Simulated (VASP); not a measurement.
Write the native input for VASP 6.6.1 that does the following.

* Task: single point
* Functional: PBEsol
* Potentials or basis: VASP PAW PBE potentials, release 64 (Ti_sv, B)
* Cutoff: 520 eV
* k mesh: 12 × 12 × 10
* Occupations: gaussian, width 0.1 eV
* Spin: no spin polarisation
* Dipole correction: no
* Further INCAR settings: ALGO = Normal; EDIFF = 1e-06; NBANDS = 23

The structure of TiB lies in POSCAR:

```
TiB
1.0
    3.8296272382     -0.0000003720      0.0000000000
   -1.9148132969      3.3165546613      0.0000000000
    0.0000000000      0.0000000000      4.4130418007
Ti B
2 2
Direct
    0.0000000000      0.0000000000     -0.0625000000
    0.3333333333      0.6666666667      0.4375000000
    0.0000000000      0.0000000000      0.4375000000
    0.3333333333      0.6666666667      0.9375000000
```

One way to write it, as run:

INCAR

```
SYSTEM = TiB
PREC = Accurate ; ENCUT = 520
EDIFF = 1E-6 ; ISMEAR = 0
SIGMA = 0.1 ; LREAL = .FALSE.
LASPH = .TRUE. ; NELM = 100
ALGO = Normal ; ISIF = 2
LWAVE = .FALSE. ; LCHARG = .FALSE.
GGA = PS ; NBANDS = 23
```

KPOINTS

```
regular mesh
0
G
  12 12 10
  0 0 0
```

Potentials or basis: VASP PAW PBE potentials, release 64 (Ti_sv, B).

Run with:

```bash
$ cat potpaw_PBE.64/Ti_sv/POTCAR potpaw_PBE.64/B/POTCAR > POTCAR
$ mpirun -np 1 vasp_std > vasp.out
```

Results of the run:

* Pressure: 0.1 GPa
* Band gap on the k mesh: zero (band 15 reaches 5.37 eV, above the bottom of band 16 at 3.91 eV)

Caveat: the PAW data sets were made with another functional, which shifts forces and pressure a little.

It took 53 s on 1 thread of Intel(R) Xeon(R) 6975P-C (Granite Rapids), with other jobs on the host, peak memory 0.25 GiB.
